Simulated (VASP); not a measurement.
# Sb (Pm-3m) in VASP: a series of runs, part 2 of 2

VASP 6.6.1.

## 4. Electric field gradients, PBE

This run uses another cell than the first one, of 31.55 Å³/atom, 0.943 times its volume.

The input, INCAR:

```
ALGO = Normal
EDIFF = 1E-8
ENCUT = 520
GGA = PE
ISIF = 2
ISMEAR = -1
LASPH = True
LCHARG = False
LEFG = True
LREAL = False
LWAVE = False
NBANDS = 8
NELM = 100
PREC = Accurate
SIGMA = 0.08
```

The input, KPOINTS:

```
k-points
0
Gamma
  12 12 12
```

The input, POSCAR:

```
Sb
1.0
    3.1600000000      0.0000000000      0.0000000000
    0.0000000000      3.1600000000      0.0000000000
    0.0000000000      0.0000000000      3.1600000000
Sb
1
Direct
    0.0000000000      0.0000000000      0.0000000000
```

Potentials or basis: VASP PAW PBE potentials, release 64 (Sb).

Launch:

```sh
cat potpaw_PBE.64/Sb/POTCAR > POTCAR
mpirun -np 1 vasp_std > vasp.out
```

OUTCAR:

```text
EDIFF = 1E-8
   ENCUT = 520
   GGA = PE
   ISIF = 2
   ISMEAR = -1
   LASPH = True
   LREAL = False
   NELM = 100
   PREC = Accurate

 ion  position               nearest neighbor table
   1  0.000  0.000  0.000-

  LATTYP: Found a simple cubic cell.
 ALAT       =     3.1600000000

  Lattice vectors:

 A1 = (   3.1600000000,   0.0000000000,   0.0000000000)
 A2 = (   0.0000000000,   3.1600000000,   0.0000000000)
 A3 = (   0.0000000000,   0.0000000000,   3.1600000000)

Analysis of symmetry for initial positions (statically):
=====================================================================
 Subroutine PRICEL returns:
 Original cell was already a primitive cell.

 Routine SETGRP: Setting up the symmetry group for a
 simple cubic supercell.

 Subroutine GETGRP returns: Found 48 space group operations
 (whereof 48 operations were pure point group operations)
 out of a pool of 48 trial point group operations.

The static configuration has the point symmetry O_h .

Analysis of symmetry for dynamics (positions and initial velocities):
=====================================================================
 Subroutine PRICEL returns:
 Original cell was already a primitive cell.

 Routine SETGRP: Setting up the symmetry group for a
 simple cubic supercell.

 Subroutine GETGRP returns: Found 48 space group operations
 (whereof 48 operations were pure point group operations)
 out of a pool of 48 trial point group operations.

The dynamic configuration has the point symmetry O_h .

 Subroutine INISYM returns: Found 48 space group operations
 (whereof 48 operations are pure point group operations),
 and found     1 'primitive' translations

----------------------------------------------------------------------------------------

                                     Primitive cell

  volume of cell :      31.5545

  direct lattice vectors                    reciprocal lattice vectors
     3.160000000  0.000000000  0.000000000     0.316455696  0.000000000  0.000000000
     0.000000000  3.160000000  0.000000000     0.000000000  0.316455696  0.000000000
     0.000000000  0.000000000  3.160000000     0.000000000  0.000000000  0.316455696

  length of vectors
     3.160000000  3.160000000  3.160000000     0.316455696  0.316455696  0.316455696

  position of ions in fractional coordinates (direct lattice)
     0.000000000  0.000000000  0.000000000

  ion indices of the primitive-cell ions
   primitive index   ion index
                 1           1

----------------------------------------------------------------------------------------

 KPOINTS: k-points

Automatic generation of k-mesh.
 Grid dimensions read from file:
 generate k-points for:   12   12   12
[... 56 lines left out ...]
   ISTART =      0    job   : 0-new  1-cont  2-samecut
   ICHARG =      2    charge: 1-file 2-atom 10-const
   ISPIN  =      1    spin polarized calculation?
   LNONCOLLINEAR =      F non collinear calculations
   LSORBIT =      F    spin-orbit coupling
   LASPH  =      T    aspherical Exc in radial PAW
   ENCUT  =  520.0 eV  38.22 Ry    6.18 a.u.   5.88  5.88  5.88*2*pi/ulx,y,z
   NELM   =    100;   NELMIN=  2; NELMDL= -5     # of ELM steps
   EDIFF  = 0.1E-07   stopping-criterion for ELM
   LREAL  =      F    real-space projection
   EDIFFG = 0.1E-06   stopping-criterion for IOM
   NSW    =      0    number of steps for IOM
   IBRION =     -1    ionic relax: 0-MD 1-quasi-New 2-CG
   NFREE  =      0    steps in history (QN), initial steepest desc. (CG)
   ISIF   =      2    stress and relaxation
   ISYM   =      2    0-nonsym 1-usesym 2-fastsym
   POTIM  = 0.5000    time-step for ionic-motion
   TEBEG  =    0.0;   TEEND  =   0.0 temperature during run
   PSTRESS=    0.0 pullay stress
   NELECT =       5.0000    total number of electrons
   NUPDOWN=      -1.0000    fix difference up-down
   EMIN   =  10.00;   EMAX   =-10.00  energy-range for DOS
   EFERMI =   0.00;   METHOD = LEGACY
   ISMEAR =    -1;   SIGMA  =   0.08  broadening in eV -4-tet -1-fermi 0-gaus
   EFERMI_NEDOS =   21; number of points for ismear=-14 and -15
   IALGO  =     38    algorithm
   IMIX   =      4    mixing-type and parameters
     AMIX     =   0.40;   BMIX     =  1.00
     AMIX_MAG =   1.60;   BMIX_MAG =  1.00
  volume/ion in A,a.u.               =      31.55       212.94
  Fermi-wavevector in a.u.,A,eV,Ry     =   0.885886  1.674081 10.677766  0.784794
  Thomas-Fermi vector in A             =   2.006979
   LORBIT       =      0    0 simple, 1 ext, 2 COOP (PROOUT), +10 PAW based schemes
   GGA     = PE    functional components
[... 5 lines left out ...]
 non-spin polarized calculation
  energy-cutoff  :      520.00
  volume of cell :       31.55
 maximum number of plane-waves:       876
 NGX is ok and might be reduce to    24
   NGX = 11   NGY = 11   NGZ = 11

 number of electron       5.0000001 magnetization

 Free energy of the ion-electron system (eV)
  ---------------------------------------------------
  ext. energy  EPLUGINS =         0.00000000
  ---------------------------------------------------
  free energy    TOTEN  =        -4.07527163 eV

  energy without entropy =       -4.05949912  energy(sigma->0) =       -4.06738537

 E-fermi :   6.5147     XC(G=0):  -9.3865

 val. band max:        6.5051357100   @ k =   0.1667   0.0000   0.0000
 cond. band min:       6.5478488845   @ k =   0.4167   0.4167   0.3333
 fundamental gap:      0.0427131746
 Fermi energy:         6.5147078118

 k-point     1 :       0.0000    0.0000    0.0000
  band No.  band energies     occupation
      1      -5.5223      2.00000
      2       9.5697      0.00000
      3       9.5697      0.00000
      4       9.5697      0.00000
      5      13.3136      0.00000
      6      13.3136      0.00000
      7      14.3702      0.00000
      8      23.7621      0.00000
[... 243 lines left out ...]
 k-point    24 :       0.4167    0.3333    0.0000
  band No.  band energies     occupation
      1      -2.1451      2.00000
      2       3.0040      2.00000
      3       4.7469      2.00000
      4      10.6462      0.00000
      5      12.4731      0.00000
      6      17.0177      0.00000
      7      19.1299      0.00000
      8      19.4068      0.00000

 [... further k-points ...]
[... 5 lines left out ...]
  --------------------------------------------------------------------------------------
  -------------------------------------------------------------------------------------
  Total       -0.4446184     -0.4446184     -0.4446184     -0.0000000     -0.0000000      0.0000000
  in kB      -22.5754673    -22.5754673    -22.5754673     -0.0000000     -0.0000000      0.0000000
  external PRESSURE =     -22.5754673 kB  Pullay stress =       0.0000000 kB

 VOLUME and BASIS-vectors are now :
 -----------------------------------------------------------------------------
  energy-cutoff  :      520.00
  volume of cell :       31.55
      direct lattice vectors                 reciprocal lattice vectors
     3.160000000  0.000000000  0.000000000     0.316455696  0.000000000  0.000000000
     0.000000000  3.160000000  0.000000000     0.000000000  0.316455696  0.000000000
     0.000000000  0.000000000  3.160000000     0.000000000  0.000000000  0.316455696

 POSITION                                       TOTAL-FORCE (eV/Angst)
 -----------------------------------------------------------------------------------
      0.00000      0.00000      0.00000         0.000000      0.000000      0.000000
 -----------------------------------------------------------------------------------
    total drift:                               -0.000000      0.000000      0.000000

  FREE ENERGIE OF THE ION-ELECTRON SYSTEM (eV)
  ---------------------------------------------------
  free  energy   TOTEN  =        -4.0752716270 eV

  energy  without entropy=       -4.0594991213  energy(sigma->0) =       -4.06738537

 Electric field gradients (V/A^2)
---------------------------------------------------------------------
 ion       V_xx      V_yy      V_zz      V_xy      V_xz      V_yz
---------------------------------------------------------------------
   1      -0.000    -0.000     0.000     0.000     0.000     0.000
---------------------------------------------------------------------

 Electric field gradients after diagonalization (V/A^2)
 (convention: |V_zz| > |V_xx| > |V_yy|)
----------------------------------------------------------------------
 ion       V_xx      V_yy      V_zz     asymmetry (V_yy - V_xx)/ V_zz
----------------------------------------------------------------------
   1      -0.000     0.000    -0.000      -1.048
----------------------------------------------------------------------

           NMR quadrupolar parameters

 Cq : quadrupolar parameter    Cq=e*Q*V_zz/h
 eta: asymmetry parameters     (V_yy - V_xx)/ V_zz
 Q  : nuclear electric quadrupole moment in mb (millibarn)
----------------------------------------------------------------------
 ion       Cq(MHz)       eta       Q (mb)
----------------------------------------------------------------------
   1      -0.000      -1.048       1.000
----------------------------------------------------------------------
```

stdout:

```text
POSCAR found type information on POSCAR Sb
 POSCAR found :  1 types and       1 ions
 scaLAPACK will be used
 LDA part: xc-table for (Slater+PW92), standard interpolation
 POSCAR, INCAR and KPOINTS ok, starting setup
 FFT: planning ... GRIDC
 FFT: planning ... GRID_SOFT
 FFT: planning ... GRID
 WAVECAR not read
 entering main loop
ion   1
```

Wall time 16 s (1 thread of Intel Xeon 8259CL, shared host); peak memory 0.15 GiB.

Results:

```
Free energy : -4.0753 eV
Pressure    : -2.3 GPa
```

Caveat: without QUAD_EFG the Cq values of the log hold for a quadrupole moment of 1 mb, not for the nuclei; spin-orbit coupling is left out, which moves the levels of the heavy elements.

## 5. Overview

| cell | cutoff (eV) | gap on the mesh (eV) | pressure (GPa) |
| --- | --- | --- | --- |
| a = 3.222 Å, 1 atom | 400 | none | -4.5 |
| a = 3.096 Å, 1 atom | 520 | none | 0.8 |
| a = 3.160 Å, 1 atom | 520 | none | -2.3 |

Alike in all rows: task electric field gradients; level PBE; potentials or basis VASP PAW PBE potentials, release 64 (Sb); no spin polarisation; k mesh 12 × 12 × 12; smearing fermi-dirac 0.08 eV.

Caveats: spin-orbit coupling is left out, which moves the levels of the heavy elements.

Total energies depend on the potentials used, so only differences within one code and one set of settings carry meaning.
